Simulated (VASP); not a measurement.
# Bi2Se3 (R-3m) in VASP: further runs

The runs below take Bi2Se3 through relaxation of shape and atoms at fixed volume, with LDA.

Program: VASP 6.6.1. These are calculated values, not measurements. Logs are shortened: lines on timing, memory, paths and dates and some standing lists are left out, and cuts for length are marked.

## Step 1: The cell of the first run

The structure is trigonal, space group R-3m (No. 166). The conventional cell has a = 4.129 Å, b = 4.129 Å, c = 28.088 Å, α = 90.00°, β = 90.00°, γ = 120.00°. Bi (site symmetry 3m) has 6 Se at 2.86 to 3.05 Å within 3.8 Å. Se (site symmetry -3m) has 6 Bi at 3.05 Å and 12 Se at 4.13 to 4.22 Å within 4.3 Å. Se (site symmetry 3m) has 3 Bi at 2.86 Å and 3 Se at 3.38 Å within 3.8 Å.

## Step 2: Relaxation of shape and atoms at fixed volume, LDA (27.64 Å³/atom)

Contents of INCAR:

```
PREC = Accurate
ENCUT = 600
EDIFF = 1E-6
ISMEAR = 0
SIGMA = 0.05
LREAL = False
LASPH = True
NELM = 60
ALGO = Normal
ISIF = 4
LWAVE = False
LCHARG = False
GGA = CA
IBRION = 2
NSW = 60
EDIFFG = -0.01
```

Contents of KPOINTS:

```
regular mesh
0
Gamma
  6 6 6
```

Contents of POSCAR:

```
Bi2Se3
1.0
    2.0643938596      1.1918783506      9.3626210010
   -2.0643938596      1.1918783506      9.3626210010
    0.0000000000     -2.3837567011      9.3626210010
Bi Se
2 3
Direct
    0.4012670174      0.4012670174      0.4012670174
    0.5987329826      0.5987329826      0.5987329826
    0.0000000000      0.0000000000      0.0000000000
    0.2092022294      0.2092022294      0.2092022294
    0.7907977706      0.7907977706      0.7907977706
```

Potentials or basis: VASP PAW LDA potentials, release 64 (Bi_d, Se).

On the command line:

```console
$ cat potpaw_LDA.64/Bi_d/POTCAR potpaw_LDA.64/Se/POTCAR > POTCAR
$ mpirun -np 1 vasp_std > vasp.out
```

OUTCAR:

```text
PREC = Accurate
   ENCUT = 600
   EDIFF = 1E-6
   ISMEAR = 0
   LREAL = False
   LASPH = True
   NELM = 60
   ISIF = 4
   GGA = CA
   IBRION = 2
   NSW = 60
   EDIFFG = -0.01

 ion  position               nearest neighbor table
   1  0.401  0.401  0.401-   5 2.86   5 2.86   5 2.86   3 3.05   3 3.05   3 3.05
   2  0.599  0.599  0.599-   4 2.86   4 2.86   4 2.86   3 3.05   3 3.05   3 3.05
   3  0.000  0.000  0.000-   2 3.05   2 3.05   1 3.05   1 3.05   2 3.05   1 3.05
   4  0.209  0.209  0.209-   2 2.86   2 2.86   2 2.86
   5  0.791  0.791  0.791-   1 2.86   1 2.86   1 2.86

  LATTYP: Found a trigonal (rhomboedric) cell.
 ALAT       =     9.6613129552
 COS(alpha) =     0.9086848551

  Lattice vectors:

 A1 = (   2.0643938596,   1.1918783506,   9.3626210010)
 A2 = (  -2.0643938596,   1.1918783506,   9.3626210010)
 A3 = (   0.0000000000,  -2.3837567011,   9.3626210010)

Analysis of symmetry for initial positions (statically):
=====================================================================
 Subroutine PRICEL returns:
 Original cell was already a primitive cell.

 Routine SETGRP: Setting up the symmetry group for a
 trigonal (rhombohedral) supercell.

 Subroutine GETGRP returns: Found 12 space group operations
 (whereof 12 operations were pure point group operations)
 out of a pool of 12 trial point group operations.

The static configuration has the point symmetry D_3d.

Analysis of symmetry for dynamics (positions and initial velocities):
=====================================================================
 Subroutine PRICEL returns:
 Original cell was already a primitive cell.

 Routine SETGRP: Setting up the symmetry group for a
 trigonal (rhombohedral) supercell.

 Subroutine GETGRP returns: Found 12 space group operations
 (whereof 12 operations were pure point group operations)
 out of a pool of 12 trial point group operations.

The dynamic configuration has the point symmetry D_3d.

 Subroutine INISYM returns: Found 12 space group operations
 (whereof 12 operations are pure point group operations),
 and found     1 'primitive' translations

----------------------------------------------------------------------------------------

                                     Primitive cell

  volume of cell :     138.2207

  direct lattice vectors                    reciprocal lattice vectors
     2.064393860  1.191878351  9.362621001     0.242201844  0.139835300  0.035602566
    -2.064393860  1.191878351  9.362621001    -0.242201844  0.139835300  0.035602566
     0.000000000 -2.383756701  9.362621001     0.000000000 -0.279670600  0.035602566

  length of vectors
     9.661312955  9.661312955  9.661312955     0.281927628  0.281927628  0.281927628

  position of ions in fractional coordinates (direct lattice)
     0.401267017  0.401267017  0.401267017
     0.598732983  0.598732983  0.598732983
     0.000000000  0.000000000  0.000000000
     0.209202229  0.209202229  0.209202229
     0.790797771  0.790797771  0.790797771

  ion indices of the primitive-cell ions
   primitive index   ion index
                 1           1
                 2           2
                 3           3
                 4           4
                 5           5

----------------------------------------------------------------------------------------

 KPOINTS: regular mesh

Automatic generation of k-mesh.
 Grid dimensions read from file:
 generate k-points for:    6    6    6

 Generating k-lattice:

  Cartesian coordinates                     Fractional coordinates (reciprocal lattice)
     0.040366974  0.023305883  0.005933761     0.166666667  0.000000000  0.000000000
    -0.040366974  0.023305883  0.005933761     0.000000000  0.166666667  0.000000000
     0.000000000 -0.046611767  0.005933761     0.000000000  0.000000000  0.166666667

  Length of vectors
     0.046987938  0.046987938  0.046987938

  Shift w.r.t. Gamma in fractional coordinates (k-lattice)
     0.000000000  0.000000000  0.000000000

 Subroutine IBZKPT returns following result:
 ===========================================

 Found     32 irreducible k-points:

 Following reciprocal coordinates:
            Coordinates               Weight
  0.000000  0.000000  0.000000      1.000000
  0.166667  0.000000 -0.000000      6.000000
  0.333333  0.000000  0.000000      6.000000
  0.500000  0.000000  0.000000      3.000000
  0.166667  0.166667 -0.000000      6.000000
  0.333333  0.166667  0.000000     12.000000
[... 16 lines left out ...]
  0.500000  0.500000  0.166667      6.000000
 -0.333333  0.500000  0.166667     12.000000
 [... further k-points ...]
   k-points           NKPTS =     32   k-points in BZ     NKDIM =     32   number of bands    NBANDS=     28
   number of dos      NEDOS =    301   number of ions     NIONS =      5
   total plane-waves  NPLWV = 512000
   dimension x,y,z NGX =    80 NGY =   80 NGZ =   80
   dimension x,y,z NGXF=   160 NGYF=  160 NGZF=  160
   ions per type =               2   3
   NGX,Y,Z   is equivalent  to a cutoff of  13.77, 13.77, 13.77 a.u.
   NGXF,Y,Z  is equivalent  to a cutoff of  27.53, 27.53, 27.53 a.u.
 SYSTEM =  unknown system
   PREC   = accura    normal or accurate (medium, high low for compatibility)
   ISTART =      0    job   : 0-new  1-cont  2-samecut
   ICHARG =      2    charge: 1-file 2-atom 10-const
   ISPIN  =      1    spin polarized calculation?
   LNONCOLLINEAR =      F non collinear calculations
   LSORBIT =      F    spin-orbit coupling
   LASPH  =      T    aspherical Exc in radial PAW
   ENCUT  =  600.0 eV  44.10 Ry    6.64 a.u.  19.30 19.30 19.30*2*pi/ulx,y,z
   NELM   =     60;   NELMIN=  2; NELMDL= -5     # of ELM steps
   EDIFF  = 0.1E-05   stopping-criterion for ELM
   LREAL  =      F    real-space projection
   EDIFFG = -.1E-01   stopping-criterion for IOM
   NSW    =     60    number of steps for IOM
   IBRION =      2    ionic relax: 0-MD 1-quasi-New 2-CG
   NFREE  =      1    steps in history (QN), initial steepest desc. (CG)
   ISIF   =      4    stress and relaxation
   ISYM   =      2    0-nonsym 1-usesym 2-fastsym
   POTIM  = 0.5000    time-step for ionic-motion
   TEBEG  =    0.0;   TEEND  =   0.0 temperature during run
   PSTRESS=    0.0 pullay stress
   NELECT =      48.0000    total number of electrons
   NUPDOWN=      -1.0000    fix difference up-down
   EMIN   =  10.00;   EMAX   =-10.00  energy-range for DOS
   EFERMI =   0.00;   METHOD = LEGACY
   ISMEAR =     0;   SIGMA  =   0.05  broadening in eV -4-tet -1-fermi 0-gaus
   EFERMI_NEDOS =   21; number of points for ismear=-14 and -15
   IALGO  =     38    algorithm
   IMIX   =      4    mixing-type and parameters
     AMIX     =   0.40;   BMIX     =  1.00
     AMIX_MAG =   1.60;   BMIX_MAG =  1.00
  volume/ion in A,a.u.               =      27.64       186.55
  Fermi-wavevector in a.u.,A,eV,Ry     =   1.150705  2.174518 18.015789  1.324123
  Thomas-Fermi vector in A             =   2.287368
   LORBIT       =      0    0 simple, 1 ext, 2 COOP (PROOUT), +10 PAW based schemes
   GGA     = CA    functional components
   LHFCALC =     F    Hartree Fock is set to
   AEXX    =    0.0000 exact exchange contribution
   IVDW    =     0    specifies the selected vdW correction
   LEPSILON=     F    determine dielectric tensor
   LRPA    =     F    only Hartree local field effects (RPA)
 conjugate gradient relaxation of ions
 non-spin polarized calculation
 Gauss-broadening in eV      SIGMA  =   0.05
  energy-cutoff  :      600.00
  volume of cell :      138.22
 maximum number of plane-waves:      4663
 NGX is ok and might be reduce to    80
   NGX = 39   NGY = 39   NGZ = 39

--------------------------------------- Ionic step        1  -------------------------------------------

 number of electron      48.0000002 magnetization

 Free energy of the ion-electron system (eV)
  ---------------------------------------------------
  ext. energy  EPLUGINS =         0.00000000
  ---------------------------------------------------
  free energy    TOTEN  =       -23.42517800 eV

  energy without entropy =      -23.42491969  energy(sigma->0) =      -23.42504885

------------------------ aborting loop because EDIFF is reached ----------------------------------------

  FORCE on cell =-STRESS in cart. coord.  units (eV):
  Direction    XX          YY          ZZ          XY          YZ          ZX
  --------------------------------------------------------------------------------------
  -------------------------------------------------------------------------------------
  Total       -0.9523787     -0.9523787     -1.0184628      0.0000000     -0.0000000      0.0000000
  in kB      -11.0394404    -11.0394404    -11.8054503      0.0000000     -0.0000000      0.0000000
  external PRESSURE =     -11.2947771 kB  Pullay stress =       0.0000000 kB

 VOLUME and BASIS-vectors are now :
 -----------------------------------------------------------------------------
  energy-cutoff  :      600.00
  volume of cell :      138.22
      direct lattice vectors                 reciprocal lattice vectors
     2.064393860  1.191878351  9.362621001     0.242201844  0.139835300  0.035602566
    -2.064393860  1.191878351  9.362621001    -0.242201844  0.139835300  0.035602566
     0.000000000 -2.383756701  9.362621001     0.000000000 -0.279670600  0.035602566
[... 235 lines left out ...]
 POSITION                                       TOTAL-FORCE (eV/Angst)
 -----------------------------------------------------------------------------------
      0.00000      0.00000     11.26450         0.000000      0.000000      0.005793
      0.00000      0.00000     16.83573        -0.000000     -0.000000     -0.005793
      0.00000     -0.00000      0.00000        -0.000000     -0.000000      0.000000
      0.00000      0.00000      5.90568         0.000000      0.000000      0.001895
      0.00000      0.00000     22.19454        -0.000000     -0.000000     -0.001895
 -----------------------------------------------------------------------------------
    total drift:                               -0.000000      0.000000     -0.000000

  FREE ENERGIE OF THE ION-ELECTRON SYSTEM (eV)
  ---------------------------------------------------
  free  energy   TOTEN  =       -23.4278099955 eV

  energy  without entropy=      -23.4275490286  energy(sigma->0) =      -23.42767951

--------------------------------------- Ionic step        8  -------------------------------------------

 number of electron      47.9999999 magnetization

 Free energy of the ion-electron system (eV)
  ---------------------------------------------------
  ext. energy  EPLUGINS =         0.00000000
  ---------------------------------------------------
  free energy    TOTEN  =       -23.42794421 eV

  energy without entropy =      -23.42768384  energy(sigma->0) =      -23.42781403

 E-fermi :   5.2243     XC(G=0):  -9.9269

 val. band max:        5.2214975929   @ k =   0.0000   0.0000   0.0000
 cond. band min:       5.2271248224   @ k =   0.0000   0.0000   0.0000
 fundamental gap:      0.0056272295
 Fermi energy:         5.2243112079

 k-point     1 :       0.0000    0.0000    0.0000
  band No.  band energies     occupation
      1     -17.9096      2.00000
      2     -17.9096      2.00000
      3     -17.9072      2.00000
      4     -17.9072      2.00000
      5     -17.8928      2.00000
      6     -17.8899      2.00000
[... 20 lines left out ...]
     27       6.4100      0.00000
[... 691 lines left out ...]
      6     -17.8892      2.00000
[... 20 lines left out ...]
     27       7.2882      0.00000
     28       8.7863      0.00000

 [... further k-points ...]

------------------------ aborting loop because EDIFF is reached ----------------------------------------

  FORCE on cell =-STRESS in cart. coord.  units (eV):
  Direction    XX          YY          ZZ          XY          YZ          ZX
  --------------------------------------------------------------------------------------
  -------------------------------------------------------------------------------------
  Total       -0.6365675     -0.6365675     -0.6172675      0.0000000     -0.0000000      0.0000000
  in kB       -7.3787344     -7.3787344     -7.1550189      0.0000000     -0.0000000      0.0000000
  external PRESSURE =      -7.3041625 kB  Pullay stress =       0.0000000 kB

 VOLUME and BASIS-vectors are now :
 -----------------------------------------------------------------------------
  energy-cutoff  :      600.00
  volume of cell :      138.22
      direct lattice vectors                 reciprocal lattice vectors
     2.061926912  1.190454058  9.385037808     0.242491621  0.140002603  0.035517527
    -2.061926912  1.190454058  9.385037808    -0.242491621  0.140002603  0.035517527
     0.000000000 -2.380908116  9.385037808     0.000000000 -0.280005206  0.035517527

 POSITION                                       TOTAL-FORCE (eV/Angst)
 -----------------------------------------------------------------------------------
      0.00000      0.00000     11.28581         0.000000      0.000000      0.002093
      0.00000      0.00000     16.86930        -0.000000     -0.000000     -0.002093
      0.00000     -0.00000      0.00000         0.000000      0.000000      0.000000
      0.00000      0.00000      5.91892         0.000000      0.000000      0.000958
      0.00000      0.00000     22.23619        -0.000000     -0.000000     -0.000958
 -----------------------------------------------------------------------------------
    total drift:                               -0.000000     -0.000000      0.000000

  FREE ENERGIE OF THE ION-ELECTRON SYSTEM (eV)
  ---------------------------------------------------
  free  energy   TOTEN  =       -23.4279442144 eV

  energy  without entropy=      -23.4276838413  energy(sigma->0) =      -23.42781403

 reached required accuracy - stopping structural energy minimisation
```

Wall time 24 min (1 thread of Intel Xeon 6975P-C (Granite Rapids), shared host); peak memory 0.76 GiB.

What came out:

```
Free energy               : -23.4279 eV
Energy gained by relaxing : 0.6 meV/atom
Ionic steps               : 8
Pressure after relaxing   : -0.7 GPa
Band gap on the k mesh    : 0.01 eV
```

Forces on the atoms (eV/Å):
```
Bi   0.000  0.000  0.002
Bi   0.000  0.000 -0.002
Se   0.000  0.000  0.000
Se   0.000  0.000  0.001
Se   0.000  0.000 -0.001
```

The path:
| step | energy change (eV) | largest force (eV/Å) | pressure (GPa) | volume (Å³) |
| --- | --- | --- | --- | --- |
| 1 | 0.0000 | 0.1169 | -1.13 | 138.22 |
| 2 | -0.0011 | 0.0650 | -1.03 | 138.22 |
| 3 | -0.0014 | 0.0547 | -0.94 | 138.22 |
| 4 | -0.0018 | 0.0437 | -0.90 | 138.22 |
| 5 | -0.0025 | 0.0148 | -0.82 | 138.22 |
| 6 | -0.0021 | 0.0458 | -0.64 | 138.22 |
| 7 | -0.0026 | 0.0058 | -0.74 | 138.22 |
| 8 | -0.0028 | 0.0021 | -0.73 | 138.22 |

Final structure:
```yaml
crystal:
  lattice:
    - [2.06193, 1.19045, 9.38504]
    - [-2.06193, 1.19045, 9.38504]
    - [0.00000, -2.38091, 9.38504]
  atoms:
    - { symbol: Bi, position: [0.40084, 0.40084, 0.40084] }
    - { symbol: Bi, position: [0.59916, 0.59916, 0.59916] }
    - { symbol: Se, position: [0.00000, 0.00000, 0.00000] }
    - { symbol: Se, position: [0.21023, 0.21023, 0.21023] }
    - { symbol: Se, position: [0.78977, 0.78977, 0.78977] }
```

Caveat: spin-orbit coupling is left out, which moves the levels of the heavy elements.

(Continued in part 2 of 2.)
